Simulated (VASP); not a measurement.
# ZnO (P6_3mc) in VASP: a series of runs

ZnO is run at these levels: LDA; tasks: single point.

All numbers are computed with VASP 6.6.1; they aren't measurements. Logs are shortened: lines on timing, memory, paths and dates and some standing lists are left out, and cuts for length are marked.

### 1 The cell of the first run

The structure is hexagonal, space group P6_3mc (No. 186). The conventional cell has a = 3.277 Å, b = 3.277 Å, c = 4.875 Å, α = 90.00°, β = 90.00°, γ = 120.00°. Zn (site symmetry 3m) has 4 O at 1.95 Å within 2.6 Å. O (site symmetry 3m) has 4 Zn at 1.95 Å within 2.6 Å.

### 2 Single point, LDA

Input file INCAR:

```
SYSTEM = ZnO
PREC     = Accurate       ! precision mode
ENCUT    = 1340           ! plane-wave cutoff, eV
EDIFF    = 1E-6           ! SCF threshold, eV
ISMEAR   = 0              ! smearing method
SIGMA    = 0.05           ! smearing width, eV
LREAL    = .FALSE.        ! projectors in reciprocal space
LASPH    = .TRUE.         ! aspherical terms in the spheres
NELM     = 120            ! most SCF steps
ALGO     = Normal         ! electronic algorithm
ISIF     = 2              ! what is computed and relaxed
LWAVE    = .FALSE.        ! write WAVECAR
LCHARG   = .FALSE.        ! write CHGCAR
NBANDS   = 26             ! bands
GGA_COMPAT= .FALSE.
```

Input file KPOINTS:

```
Automatic mesh
0
G
  12 12 6
  0 0 0
```

Input file POSCAR:

```
ZnO
1.0
    3.2770068899      0.0000000000      0.0000000000
   -1.6385034449      2.8379712150      0.0000000000
    0.0000000000      0.0000000000      4.8745477487
Zn O
2 2
Direct
    0.3333333333      0.6666666667      0.0018514197
    0.6666666667      0.3333333333      0.5018514197
    0.3333333333      0.6666666667      0.4028559245
    0.6666666667      0.3333333333      0.9028559245
```

Potentials or basis: VASP PAW LDA potentials, release 64 (Zn, O_h).

Started as:

```bash
> cat potpaw_LDA.64/Zn/POTCAR potpaw_LDA.64/O_h/POTCAR > POTCAR
> mpirun -np 1 vasp_std > vasp.out
```

OUTCAR:

```text
SYSTEM = ZnO
   PREC = Accurate
   ENCUT = 1340
   EDIFF = 1E-6
   ISMEAR = 0
   LREAL = .FALSE.
   LASPH = .TRUE.
   NELM = 120
   ISIF = 2

 ion  position               nearest neighbor table
   1  0.333  0.667  0.002-   4 1.95   4 1.95   4 1.95   3 1.95
   2  0.667  0.333  0.502-   3 1.95   3 1.95   3 1.95   4 1.95
   3  0.333  0.667  0.403-   2 1.95   2 1.95   2 1.95   1 1.95
   4  0.667  0.333  0.903-   1 1.95   1 1.95   1 1.95   2 1.95

  LATTYP: Found a hexagonal cell.
 ALAT       =     3.2770068899
 C/A-ratio  =     1.4875000000

  Lattice vectors:

 A1 = (   3.2770068899,   0.0000000000,   0.0000000000)
 A2 = (  -1.6385034449,   2.8379712150,   0.0000000000)
 A3 = (   0.0000000000,   0.0000000000,   4.8745477487)

Analysis of symmetry for initial positions (statically):
=====================================================================
 Subroutine PRICEL returns:
 Original cell was already a primitive cell.

 Routine SETGRP: Setting up the symmetry group for a
 hexagonal supercell.

 Subroutine GETGRP returns: Found 12 space group operations
 (whereof  6 operations were pure point group operations)
 out of a pool of 24 trial point group operations.

The static configuration has the point symmetry C_3v.
 The point group associated with its full space group is C_6v.

Analysis of symmetry for dynamics (positions and initial velocities):
=====================================================================
 Subroutine PRICEL returns:
 Original cell was already a primitive cell.

 Routine SETGRP: Setting up the symmetry group for a
 hexagonal supercell.

 Subroutine GETGRP returns: Found 12 space group operations
 (whereof  6 operations were pure point group operations)
 out of a pool of 24 trial point group operations.

The dynamic configuration has the point symmetry C_3v.
 The point group associated with its full space group is C_6v.

 Subroutine INISYM returns: Found 12 space group operations
 (whereof  6 operations are pure point group operations),
 and found     1 'primitive' translations

----------------------------------------------------------------------------------------

                                     Primitive cell

  volume of cell :      45.3335

  direct lattice vectors                    reciprocal lattice vectors
     3.277006890  0.000000000  0.000000000     0.305156514  0.176182196  0.000000000
    -1.638503445  2.837971215  0.000000000     0.000000000  0.352364391  0.000000000
     0.000000000  0.000000000  4.874547749     0.000000000  0.000000000  0.205147237

  length of vectors
     3.277006890  3.277006890  4.874547749     0.352364391  0.352364391  0.205147237

  position of ions in fractional coordinates (direct lattice)
     0.333333333  0.666666667  0.001851420
     0.666666667  0.333333333  0.501851420
     0.333333333  0.666666667  0.402855925
     0.666666667  0.333333333  0.902855925

  ion indices of the primitive-cell ions
   primitive index   ion index
                 1           1
                 2           2
                 3           3
                 4           4

----------------------------------------------------------------------------------------

 KPOINTS: Automatic mesh

Automatic generation of k-mesh.
 Grid dimensions read from file:
 generate k-points for:   12   12    6

 Generating k-lattice:

  Cartesian coordinates                     Fractional coordinates (reciprocal lattice)
     0.025429710  0.014681850  0.000000000     0.083333333 -0.000000000  0.000000000
     0.000000000  0.029363699  0.000000000     0.000000000  0.083333333  0.000000000
     0.000000000  0.000000000  0.034191206     0.000000000  0.000000000  0.166666667

  Length of vectors
     0.029363699  0.029363699  0.034191206

  Shift w.r.t. Gamma in fractional coordinates (k-lattice)
     0.000000000  0.000000000  0.000000000

 Subroutine IBZKPT returns following result:
 ===========================================

 Found     76 irreducible k-points:

 Following reciprocal coordinates:
            Coordinates               Weight
  0.000000  0.000000  0.000000      1.000000
  0.083333  0.000000  0.000000      6.000000
  0.166667  0.000000  0.000000      6.000000
  0.250000  0.000000  0.000000      6.000000
  0.333333  0.000000  0.000000      6.000000
  0.416667  0.000000  0.000000      6.000000
[... 16 lines left out ...]
  0.250000  0.000000  0.166667     12.000000
  0.333333  0.000000  0.166667     12.000000
 [... further k-points ...]
   k-points           NKPTS =     76   k-points in BZ     NKDIM =     76   number of bands    NBANDS=     26
   number of dos      NEDOS =    301   number of ions     NIONS =      4
   total plane-waves  NPLWV =  96000
   dimension x,y,z NGX =    40 NGY =   40 NGZ =   60
   dimension x,y,z NGXF=    80 NGYF=   80 NGZF=  120
   ions per type =               2   2
   NGX,Y,Z   is equivalent  to a cutoff of  20.29, 20.29, 20.46 a.u.
   NGXF,Y,Z  is equivalent  to a cutoff of  40.58, 40.58, 40.93 a.u.
 SYSTEM =  ZnO
   PREC   = accura    normal or accurate (medium, high low for compatibility)
   ISTART =      0    job   : 0-new  1-cont  2-samecut
   ICHARG =      2    charge: 1-file 2-atom 10-const
   ISPIN  =      1    spin polarized calculation?
   LNONCOLLINEAR =      F non collinear calculations
   LSORBIT =      F    spin-orbit coupling
   LASPH  =      T    aspherical Exc in radial PAW
   ENCUT  = 1340.0 eV  98.49 Ry    9.92 a.u.   9.78  9.78 14.55*2*pi/ulx,y,z
   NELM   =    120;   NELMIN=  2; NELMDL= -5     # of ELM steps
   EDIFF  = 0.1E-05   stopping-criterion for ELM
   LREAL  =      F    real-space projection
[... 7 lines left out ...]
   TEBEG  =    0.0;   TEEND  =   0.0 temperature during run
   PSTRESS=    0.0 pullay stress
   NELECT =      36.0000    total number of electrons
   NUPDOWN=      -1.0000    fix difference up-down
   EMIN   =  10.00;   EMAX   =-10.00  energy-range for DOS
   EFERMI =   0.00;   METHOD = LEGACY
   ISMEAR =     0;   SIGMA  =   0.05  broadening in eV -4-tet -1-fermi 0-gaus
   EFERMI_NEDOS =   21; number of points for ismear=-14 and -15
   IALGO  =     38    algorithm
   IMIX   =      4    mixing-type and parameters
     AMIX     =   0.40;   BMIX     =  1.00
     AMIX_MAG =   1.60;   BMIX_MAG =  1.00
  volume/ion in A,a.u.               =      11.33        76.48
  Fermi-wavevector in a.u.,A,eV,Ry     =   1.516011  2.864846 31.270138  2.298290
  Thomas-Fermi vector in A             =   2.625458
   LORBIT       =      0    0 simple, 1 ext, 2 COOP (PROOUT), +10 PAW based schemes
   GGA     = CA    functional components
   LHFCALC =     F    Hartree Fock is set to
   AEXX    =    0.0000 exact exchange contribution
   IVDW    =     0    specifies the selected vdW correction
   LEPSILON=     F    determine dielectric tensor
   LRPA    =     F    only Hartree local field effects (RPA)
 non-spin polarized calculation
 Gauss-broadening in eV      SIGMA  =   0.05
  energy-cutoff  :     1340.00
  volume of cell :       45.33
 maximum number of plane-waves:      5078
 NGX is ok and might be reduce to    40
   NGX = 19   NGY = 19   NGZ = 29

 number of electron      36.0000003 magnetization

 Free energy of the ion-electron system (eV)
  ---------------------------------------------------
  ext. energy  EPLUGINS =         0.00000000
  ---------------------------------------------------
  free energy    TOTEN  =       -21.11083869 eV

  energy without entropy =      -21.11083869  energy(sigma->0) =      -21.11083869

 E-fermi :   1.9211     XC(G=0): -11.7291

 val. band max:        1.6220255681   @ k =   0.0000   0.0000   0.0000
 cond. band min:       2.5155681278   @ k =   0.0000   0.0000   0.0000
 fundamental gap:      0.8935425598
 Fermi energy:         1.9211479360

 k-point     1 :       0.0000    0.0000    0.0000
  band No.  band energies     occupation
      1     -16.5039      2.00000
      2     -15.5211      2.00000
      3      -4.3598      2.00000
      4      -4.3598      2.00000
      5      -4.2229      2.00000
      6      -4.2229      2.00000
[... 18 lines left out ...]
     25      15.3680      0.00000
     26      17.3401      0.00000

 k-point     2 :       0.0833    0.0000    0.0000
  band No.  band energies     occupation
      1     -16.4618      2.00000
      2     -15.5070      2.00000
      3      -4.4062      2.00000
      4      -4.3306      2.00000
      5      -4.2305      2.00000
      6      -4.1880      2.00000
[... 18 lines left out ...]
     25      15.5121      0.00000
     26      17.2485      0.00000

 k-point     3 :       0.1667    0.0000    0.0000
  band No.  band energies     occupation
      1     -16.3428      2.00000
      2     -15.4705      2.00000
      3      -4.5156      2.00000
      4      -4.2531      2.00000
      5      -4.2505      2.00000
      6      -4.0882      2.00000
[... 18 lines left out ...]
     25      15.8179      0.00000
     26      16.0772      0.00000

 k-point     4 :       0.2500    0.0000    0.0000
  band No.  band energies     occupation
      1     -16.1682      2.00000
      2     -15.4282      2.00000
      3      -4.6240      2.00000
      4      -4.2856      2.00000
      5      -4.1444      2.00000
      6      -3.9361      2.00000
[... 18 lines left out ...]
     25      14.8390      0.00000
     26      15.9186      0.00000

 k-point     5 :       0.3333    0.0000    0.0000
  band No.  band energies     occupation
      1     -15.9723      2.00000
      2     -15.4017      2.00000
      3      -4.6719      2.00000
      4      -4.3284      2.00000
      5      -4.0498      2.00000
      6      -3.8138      2.00000
[... 18 lines left out ...]
     25      15.0892      0.00000
     26      15.7488      0.00000

 k-point     6 :       0.4167    0.0000    0.0000
  band No.  band energies     occupation
      1     -15.8021      2.00000
      2     -15.4054      2.00000
      3      -4.6320      2.00000
      4      -4.3974      2.00000
      5      -3.9920      2.00000
      6      -3.7625      2.00000
[... 427 lines left out ...]
 k-point    21 :       0.0833    0.0000    0.1667
  band No.  band energies     occupation
      1     -16.4003      2.00000
      2     -15.5729      2.00000
      3      -4.4195      2.00000
      4      -4.3324      2.00000
      5      -4.3228      2.00000
      6      -4.2093      2.00000
[... 18 lines left out ...]
     25      15.2254      0.00000
     26      15.8830      0.00000

 k-point    22 :       0.1667    0.0000    0.1667
  band No.  band energies     occupation
      1     -16.2854      2.00000
      2     -15.5293      2.00000
      3      -4.5435      2.00000
      4      -4.3714      2.00000
      5      -4.2507      2.00000
      6      -4.1109      2.00000
[... 18 lines left out ...]
     25      15.4480      0.00000
     26      15.4854      0.00000

 k-point    23 :       0.2500    0.0000    0.1667
  band No.  band energies     occupation
      1     -16.1177      2.00000
      2     -15.4759      2.00000
      3      -4.6609      2.00000
      4      -4.4129      2.00000
      5      -4.1410      2.00000
      6      -3.9696      2.00000
[... 18 lines left out ...]
     25      14.6942      0.00000
     26      15.6404      0.00000

 k-point    24 :       0.3333    0.0000    0.1667
  band No.  band energies     occupation
      1     -15.9310      2.00000
      2     -15.4358      2.00000
      3      -4.7189      2.00000
      4      -4.4558      2.00000
      5      -4.0398      2.00000
      6      -3.8978      2.00000
[... 18 lines left out ...]
     25      15.0575      0.00000
     26      15.6043      0.00000

 [... further k-points ...]
[... 5 lines left out ...]
  --------------------------------------------------------------------------------------
  -------------------------------------------------------------------------------------
  Total       -0.7325041     -0.7325041      1.6526463     -0.0000000      0.0000000      0.0000000
  in kB      -25.8881457    -25.8881457     58.4077960     -0.0000000      0.0000000      0.0000000
  external PRESSURE =       2.2105015 kB  Pullay stress =       0.0000000 kB

 VOLUME and BASIS-vectors are now :
 -----------------------------------------------------------------------------
  energy-cutoff  :     1340.00
  volume of cell :       45.33
      direct lattice vectors                 reciprocal lattice vectors
     3.277006890  0.000000000  0.000000000     0.305156514  0.176182196  0.000000000
    -1.638503445  2.837971215  0.000000000     0.000000000  0.352364391  0.000000000
     0.000000000  0.000000000  4.874547749     0.000000000  0.000000000  0.205147237

 POSITION                                       TOTAL-FORCE (eV/Angst)
 -----------------------------------------------------------------------------------
     -0.00000      1.89198      0.00902        -0.000000      0.000000     -0.067158
      1.63850      0.94599      2.44630         0.000000      0.000000     -0.067158
     -0.00000      1.89198      1.96374        -0.000000      0.000000      0.067158
      1.63850      0.94599      4.40101         0.000000     -0.000000      0.067158
 -----------------------------------------------------------------------------------
    total drift:                               -0.000000      0.000000     -0.000643

  FREE ENERGIE OF THE ION-ELECTRON SYSTEM (eV)
  ---------------------------------------------------
  free  energy   TOTEN  =       -21.1108386856 eV

  energy  without entropy=      -21.1108386856  energy(sigma->0) =      -21.11083869
```

Wall time 4.1 min (1 thread of Intel Xeon Platinum 8375C at 2.90GHz (Ice Lake), shared host); peak memory 0.45 GiB.

What came out:

- Free energy: -21.1108 eV
- Pressure: 0.2 GPa
- Largest force: 0.067 eV/Å
- Band gap on the k mesh: 0.89 eV

Forces in eV/Å, atoms in the order of the input:
```
Zn   0.000  0.000 -0.067
Zn   0.000  0.000 -0.067
O    0.000  0.000  0.067
O    0.000  0.000  0.067
```

Stress tensor (GPa, compression positive):
```
-2.59  0.00  0.00
 0.00 -2.59  0.00
 0.00  0.00  5.84
```

Caveat: the cell differs from its parent crystal (atoms shifted along a free coordinate, c/a of the conventional cell at fixed volume 1.4875); the stress differs along the axes, from -3 to 6 GPa.

### 3 Single point, LDA (11.33 Å³/atom, c/a of the conventional cell at fixed volume 1.6815)

Input file INCAR:

```
SYSTEM = ZnO
ALGO = Normal ; EDIFF = 1E-6
ENCUT = 1340 ; GGA = CA
GGA_COMPAT = .FALSE. ; ISIF = 2
ISMEAR = 0 ; LASPH = .TRUE.
LCHARG = .TRUE. ; LELF = .TRUE.
LREAL = .FALSE. ; LVHAR = .TRUE.
LWAVE = .FALSE. ; NBANDS = 26
NELM = 120 ; PREC = Accurate
SIGMA = 0.05
```

Input file KPOINTS:

```
k-points
0
G
  12 12 6
  0 0 0
```

Input file POSCAR:

```
ZnO
1.0
    3.1457972038      0.0000000000      0.0000000000
   -1.5728986019      2.7243402936      0.0000000000
    0.0000000000      0.0000000000      5.2896579982
Zn O
2 2
Direct
    0.3333333333      0.6666666667      0.0018514197
    0.6666666667      0.3333333333      0.5018514197
    0.3333333333      0.6666666667      0.3802485803
    0.6666666667      0.3333333333      0.8802485803
```

Potentials or basis: VASP PAW LDA potentials, release 64 (Zn, O_h).

Started as:

```bash
> cat potpaw_LDA.64/Zn/POTCAR potpaw_LDA.64/O_h/POTCAR > POTCAR
> mpirun -np 1 vasp_std > vasp.out
```

Run time: 2.5 min. Hardware: 1 thread of Intel Xeon 6975P-C (Granite Rapids), shared host; peak memory 0.46 GiB.

It converged, with:

```
Free energy            : -21.1375 eV
Pressure               : 1.5 GPa
Largest force          : 0.360 eV/Å
Band gap on the k mesh : 0.74 eV
```

Forces on the atoms (eV/Å):
```
Zn   0.000  0.000  0.360
Zn   0.000  0.000  0.360
O    0.000  0.000 -0.360
O    0.000  0.000 -0.360
```

Stress tensor (GPa, compression positive):
```
 4.79  0.00  0.00
 0.00  4.79  0.00
 0.00  0.00 -5.16
```

Levels at points of the mesh, in eV from the valence-band top:
```
           k point  band 16  band 17  band 18  band 19  band 20  band 21
(0.00, 0.00, 0.00)    -0.22     0.00     0.00     0.74     5.40     7.80
(0.50, 0.00, 0.00)    -2.34    -1.49    -0.96     5.89     6.80     7.16
(0.00, 0.00, 0.50)    -0.38    -0.38    -0.38     3.42     3.42     9.73
(0.50, 0.00, 0.50)    -1.66    -1.62    -1.62     5.54     5.54     8.59
```

Caveat: the cell differs from its parent crystal (c/a of the conventional cell at fixed volume 1.6815); the stress differs along the axes, from -5 to 5 GPa; semilocal functionals underestimate gaps, and a narrow one can read as zero.
